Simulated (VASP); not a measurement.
# Sc2SiF2 (P4mm) in VASP: further runs

The runs below take Sc2SiF2 through single point, relaxation of cell and atoms, with PBE.

Program: VASP 6.6.1. These are calculated values, not measurements. Logs are shortened: lines on timing, memory, paths and dates and some standing lists are left out, and cuts for length are marked.

## 1. The cell of the first run

Symmetry: P4mm, No. 99, tetragonal system. The conventional cell has a = 4.327 Å, b = 4.327 Å, c = 4.130 Å, α = 90.00°, β = 90.00°, γ = 90.00°. Within 2.7 Å of Sc (site symmetry 2mm) lie 2 F at 2.04 to 2.09 Å. Si (site symmetry 4mm) has 4 F at 2.17 Å and 4 Sc at 2.89 Å within 2.9 Å. F (site symmetry 2mm) has 2 Sc at 2.04 to 2.09 Å and 2 Si at 2.17 Å within 2.7 Å.

The cell was built from a structure type or drawn by symmetry, and may not be a known phase.

## 2. Single point, PBE

File INCAR:

```
ALGO = Normal
EDIFF = 1E-6
ENCUT = 600
GGA = PE
GGA_COMPAT = False
ISIF = 2
ISMEAR = 0
LASPH = True
LCHARG = False
LREAL = False
LWAVE = False
NBANDS = 28
NELM = 120
PREC = Accurate
SIGMA = 0.1
```

File KPOINTS:

```
k-points
0
Gamma
  4 4 4
```

File POSCAR:

```
Sc2SiF2
1.0
    4.3268166600      0.0000000000      0.0000000000
    0.0000000000      4.3268166600      0.0000000000
    0.0000000000      0.0000000000      4.1299409900
Sc Si F
2 1 2
Direct
    0.5000000000      0.0000000000      0.1837432200
    0.0000000000      0.5000000000      0.1837432200
    0.0000000000      0.0000000000      0.6494142900
    0.5000000000      0.0000000000      0.6769339300
    0.0000000000      0.5000000000      0.6769339300
```

Potentials or basis: VASP PAW PBE potentials, release 64 (Sc_sv, Si, F).

Command:

```console
$ cat potpaw_PBE.64/Sc_sv/POTCAR potpaw_PBE.64/Si/POTCAR potpaw_PBE.64/F/POTCAR > POTCAR
$ mpirun -np 1 vasp_std > vasp.out
```

OUTCAR:

```text
EDIFF = 1E-6
   ENCUT = 600
   GGA = PE
   ISIF = 2
   ISMEAR = 0
   LASPH = True
   LREAL = False
   NELM = 120
   PREC = Accurate

 ion  position               nearest neighbor table
   1  0.500  0.000  0.184-   4 2.04   4 2.09   3 2.89   3 2.89   2 3.06   2 3.06   2 3.06   2 3.06
                             3 3.09   3 3.09
   2  0.000  0.500  0.184-   5 2.04   5 2.09   3 2.89   3 2.89   1 3.06   1 3.06   1 3.06   1 3.06
                             3 3.09   3 3.09
   3  0.000  0.000  0.649-   4 2.17   5 2.17   5 2.17   4 2.17   2 2.89   1 2.89   1 2.89   2 2.89
                             2 3.09   1 3.09   2 3.09   1 3.09
   4  0.500  0.000  0.677-   1 2.04   1 2.09   3 2.17   3 2.17
   5  0.000  0.500  0.677-   2 2.04   2 2.09   3 2.17   3 2.17

  LATTYP: Found a simple tetragonal cell.
 ALAT       =     4.3268166600
 C/A-ratio  =     0.9544987261

  Lattice vectors:

 A1 = (   4.3268166600,   0.0000000000,   0.0000000000)
 A2 = (   0.0000000000,   4.3268166600,   0.0000000000)
 A3 = (   0.0000000000,   0.0000000000,   4.1299409900)

Analysis of symmetry for initial positions (statically):
=====================================================================
 Subroutine PRICEL returns:
 Original cell was already a primitive cell.

 Routine SETGRP: Setting up the symmetry group for a
 simple tetragonal supercell.

 Subroutine GETGRP returns: Found  8 space group operations
 (whereof  8 operations were pure point group operations)
 out of a pool of 16 trial point group operations.

The static configuration has the point symmetry C_4v.

Analysis of symmetry for dynamics (positions and initial velocities):
=====================================================================
 Subroutine PRICEL returns:
 Original cell was already a primitive cell.

 Routine SETGRP: Setting up the symmetry group for a
 simple tetragonal supercell.

 Subroutine GETGRP returns: Found  8 space group operations
 (whereof  8 operations were pure point group operations)
 out of a pool of 16 trial point group operations.

The dynamic configuration has the point symmetry C_4v.

 Subroutine INISYM returns: Found  8 space group operations
 (whereof  8 operations are pure point group operations),
 and found     1 'primitive' translations

----------------------------------------------------------------------------------------

                                     Primitive cell

  volume of cell :      77.3180

  direct lattice vectors                    reciprocal lattice vectors
     4.326816660  0.000000000  0.000000000     0.231116795  0.000000000  0.000000000
     0.000000000  4.326816660  0.000000000     0.000000000  0.231116795  0.000000000
     0.000000000  0.000000000  4.129940990     0.000000000  0.000000000  0.242134210

  length of vectors
     4.326816660  4.326816660  4.129940990     0.231116795  0.231116795  0.242134210

  position of ions in fractional coordinates (direct lattice)
     0.500000000  0.000000000  0.183743220
     0.000000000  0.500000000  0.183743220
     0.000000000  0.000000000  0.649414290
     0.500000000  0.000000000  0.676933930
     0.000000000  0.500000000  0.676933930

  ion indices of the primitive-cell ions
   primitive index   ion index
                 1           1
                 2           2
                 3           3
                 4           4
                 5           5

----------------------------------------------------------------------------------------

 KPOINTS: k-points

Automatic generation of k-mesh.
 Grid dimensions read from file:
 generate k-points for:    4    4    4

 Generating k-lattice:

  Cartesian coordinates                     Fractional coordinates (reciprocal lattice)
     0.057779199  0.000000000  0.000000000     0.250000000  0.000000000  0.000000000
     0.000000000  0.057779199  0.000000000     0.000000000  0.250000000  0.000000000
     0.000000000  0.000000000  0.060533553     0.000000000  0.000000000  0.250000000

  Length of vectors
     0.057779199  0.057779199  0.060533553

  Shift w.r.t. Gamma in fractional coordinates (k-lattice)
     0.000000000  0.000000000  0.000000000

 Subroutine IBZKPT returns following result:
 ===========================================

 Found     18 irreducible k-points:

 Following reciprocal coordinates:
            Coordinates               Weight
  0.000000  0.000000  0.000000      1.000000
  0.250000  0.000000  0.000000      4.000000
  0.500000  0.000000  0.000000      2.000000
  0.250000  0.250000  0.000000      4.000000
  0.500000  0.250000  0.000000      4.000000
  0.500000  0.500000  0.000000      1.000000
[... 10 lines left out ...]
  0.500000  0.250000  0.500000      4.000000
  0.500000  0.500000  0.500000      1.000000
   k-points           NKPTS =     18   k-points in BZ     NKDIM =     18   number of bands    NBANDS=     28
   number of dos      NEDOS =    301   number of ions     NIONS =      5
   total plane-waves  NPLWV =  46656
   dimension x,y,z NGX =    36 NGY =   36 NGZ =   36
   dimension x,y,z NGXF=    72 NGYF=   72 NGZF=   72
   ions per type =               2   1   2
   NGX,Y,Z   is equivalent  to a cutoff of  13.83, 13.83, 14.49 a.u.
   NGXF,Y,Z  is equivalent  to a cutoff of  27.66, 27.66, 28.98 a.u.
 SYSTEM =  unknown system
   PREC   = accura    normal or accurate (medium, high low for compatibility)
   ISTART =      0    job   : 0-new  1-cont  2-samecut
   ICHARG =      2    charge: 1-file 2-atom 10-const
   ISPIN  =      1    spin polarized calculation?
   LNONCOLLINEAR =      F non collinear calculations
   LSORBIT =      F    spin-orbit coupling
   LASPH  =      T    aspherical Exc in radial PAW
   ENCUT  =  600.0 eV  44.10 Ry    6.64 a.u.   8.64  8.64  8.25*2*pi/ulx,y,z
   NELM   =    120;   NELMIN=  2; NELMDL= -5     # of ELM steps
   EDIFF  = 0.1E-05   stopping-criterion for ELM
   LREAL  =      F    real-space projection
   EDIFFG = 0.1E-04   stopping-criterion for IOM
   NSW    =      0    number of steps for IOM
   IBRION =     -1    ionic relax: 0-MD 1-quasi-New 2-CG
   NFREE  =      0    steps in history (QN), initial steepest desc. (CG)
   ISIF   =      2    stress and relaxation
   ISYM   =      2    0-nonsym 1-usesym 2-fastsym
   POTIM  = 0.5000    time-step for ionic-motion
   TEBEG  =    0.0;   TEEND  =   0.0 temperature during run
   PSTRESS=    0.0 pullay stress
   NELECT =      40.0000    total number of electrons
   NUPDOWN=      -1.0000    fix difference up-down
   EMIN   =  10.00;   EMAX   =-10.00  energy-range for DOS
   EFERMI =   0.00;   METHOD = LEGACY
   ISMEAR =     0;   SIGMA  =   0.10  broadening in eV -4-tet -1-fermi 0-gaus
   EFERMI_NEDOS =   21; number of points for ismear=-14 and -15
   IALGO  =     38    algorithm
   IMIX   =      4    mixing-type and parameters
     AMIX     =   0.40;   BMIX     =  1.00
     AMIX_MAG =   1.60;   BMIX_MAG =  1.00
  volume/ion in A,a.u.               =      15.46       104.35
  Fermi-wavevector in a.u.,A,eV,Ry     =   1.314219  2.483515 23.499611  1.727173
  Thomas-Fermi vector in A             =   2.444488
   LORBIT       =      0    0 simple, 1 ext, 2 COOP (PROOUT), +10 PAW based schemes
   GGA     = PE    functional components
   LHFCALC =     F    Hartree Fock is set to
   AEXX    =    0.0000 exact exchange contribution
   IVDW    =     0    specifies the selected vdW correction
   LEPSILON=     F    determine dielectric tensor
   LRPA    =     F    only Hartree local field effects (RPA)
 non-spin polarized calculation
 Gauss-broadening in eV      SIGMA  =   0.10
  energy-cutoff  :      600.00
  volume of cell :       77.32
 maximum number of plane-waves:      2608
 NGX is ok and might be reduce to    36
   NGX = 17   NGY = 17   NGZ = 17

 number of electron      39.9999991 magnetization

 Free energy of the ion-electron system (eV)
  ---------------------------------------------------
  ext. energy  EPLUGINS =         0.00000000
  ---------------------------------------------------
  free energy    TOTEN  =       -27.23614479 eV

  energy without entropy =      -27.21481144  energy(sigma->0) =      -27.22547811

 E-fermi :   6.0749     XC(G=0): -10.2753

 val. band max:        6.0497841511   @ k =   0.5000   0.0000   0.5000
 cond. band min:       6.0903853697   @ k =   0.2500   0.2500   0.2500
 fundamental gap:      0.0406012186
 Fermi energy:         6.0748976691

 k-point     1 :       0.0000    0.0000    0.0000
  band No.  band energies     occupation
      1     -43.8282      2.00000
      2     -43.7411      2.00000
      3     -22.9168      2.00000
      4     -22.8208      2.00000
      5     -22.5067      2.00000
      6     -22.5067      2.00000
[... 20 lines left out ...]
     27       8.5840      0.00000
     28       9.3976      0.00000

 k-point     2 :       0.2500    0.0000    0.0000
  band No.  band energies     occupation
      1     -43.8153      2.00000
      2     -43.7537      2.00000
      3     -22.9022      2.00000
      4     -22.8344      2.00000
      5     -22.4640      2.00000
      6     -22.4573      2.00000
[... 20 lines left out ...]
     27       8.9134      0.00000
     28       9.0676      0.00000

 k-point     3 :       0.5000    0.0000    0.0000
  band No.  band energies     occupation
      1     -43.7844      2.00000
      2     -43.7844      2.00000
      3     -22.8682      2.00000
      4     -22.8673      2.00000
      5     -22.3556      2.00000
      6     -22.3456      2.00000
[... 20 lines left out ...]
     27       7.9546      0.00000
     28       8.6691      0.00000

 k-point     4 :       0.2500    0.2500    0.0000
  band No.  band energies     occupation
      1     -43.8061      2.00000
      2     -43.7626      2.00000
      3     -22.8917      2.00000
      4     -22.8437      2.00000
      5     -22.5358      2.00000
      6     -22.3668      2.00000
[... 392 lines left out ...]
     27       8.9964      0.00000
     28       9.6804      0.00000

 k-point    17 :       0.5000    0.2500    0.5000
  band No.  band energies     occupation
      1     -43.7792      2.00000
      2     -43.7792      2.00000
      3     -23.7597      2.00000
      4     -23.7568      2.00000
      5     -22.4973      2.00000
      6     -22.4849      2.00000
[... 20 lines left out ...]
     27       8.6906      0.00000
     28       9.0635      0.00000

 k-point    18 :       0.5000    0.5000    0.5000
  band No.  band energies     occupation
      1     -43.7790      2.00000
      2     -43.7790      2.00000
      3     -23.7557      2.00000
      4     -23.7557      2.00000
      5     -22.5635      2.00000
      6     -22.5476      2.00000
[... 20 lines left out ...]
     27       8.4987      0.00000
     28       8.9944      0.00000

------------------------ aborting loop because EDIFF is reached ----------------------------------------

  FORCE on cell =-STRESS in cart. coord.  units (eV):
  Direction    XX          YY          ZZ          XY          YZ          ZX
  --------------------------------------------------------------------------------------
  -------------------------------------------------------------------------------------
  Total        7.5934188      7.5934188      6.6964634      0.0000000      0.0000000      0.0000000
  in kB      157.3501290    157.3501290    138.7635017      0.0000000      0.0000000      0.0000000
  external PRESSURE =     151.1545866 kB  Pullay stress =       0.0000000 kB

 VOLUME and BASIS-vectors are now :
 -----------------------------------------------------------------------------
  energy-cutoff  :      600.00
  volume of cell :       77.32
      direct lattice vectors                 reciprocal lattice vectors
     4.326816660  0.000000000  0.000000000     0.231116795  0.000000000  0.000000000
     0.000000000  4.326816660  0.000000000     0.000000000  0.231116795  0.000000000
     0.000000000  0.000000000  4.129940990     0.000000000  0.000000000  0.242134210

 POSITION                                       TOTAL-FORCE (eV/Angst)
 -----------------------------------------------------------------------------------
      2.16341      0.00000      0.75885         0.000000     -0.000000     -0.364894
      0.00000      2.16341      0.75885         0.000000     -0.000000     -0.364894
      0.00000      0.00000      2.68204         0.000000     -0.000000      0.001539
      2.16341      0.00000      2.79570         0.000000     -0.000000      0.364125
      0.00000      2.16341      2.79570         0.000000      0.000000      0.364125
 -----------------------------------------------------------------------------------
    total drift:                                0.000000      0.000000      0.000899

  FREE ENERGIE OF THE ION-ELECTRON SYSTEM (eV)
  ---------------------------------------------------
  free  energy   TOTEN  =       -27.2361447915 eV

  energy  without entropy=      -27.2148114356  energy(sigma->0) =      -27.22547811
```

It took 31 s on 1 thread of AMD EPYC 9R45 (Zen 5), shared host; peak memory 0.19 GiB.

What came out:

- Free energy: -27.2361 eV
- Pressure: 15.1 GPa
- Largest force: 0.365 eV/Å
- Band gap on the k mesh: zero (bands 20 and 21 overlap by 0.41 eV)

Forces on the atoms (eV/Å):
```
Sc   0.000  0.000 -0.365
Sc   0.000  0.000 -0.365
Si   0.000  0.000  0.002
F    0.000  0.000  0.364
F    0.000  0.000  0.364
```

Levels at points of the mesh, in eV from the Fermi level:
```tsv
k point	band 17	band 18	band 19	band 20	band 21	band 22	band 23	band 24
(0.00, 0.00, 0.00)	-8.12	-2.28	-0.62	-0.38	-0.04	-0.04	0.38	2.17
(0.50, 0.00, 0.00)	-5.48	-1.83	-1.83	0.23	0.28	0.67	0.79	0.91
(0.50, 0.50, 0.00)	-3.89	-2.82	-2.11	-2.11	-0.04	0.90	1.35	1.35
(0.00, 0.00, 0.50)	-7.03	-4.66	-1.63	-0.40	0.83	0.83	2.76	2.76
(0.50, 0.00, 0.50)	-4.67	-3.76	-1.11	-0.03	0.52	0.90	1.18	1.45
(0.50, 0.50, 0.50)	-3.57	-2.77	-0.97	-0.97	0.27	0.27	0.79	0.99
```

Caveat: the k points lie up to 0.38 Å⁻¹ apart.

(Part 1 of 2 ends here.)
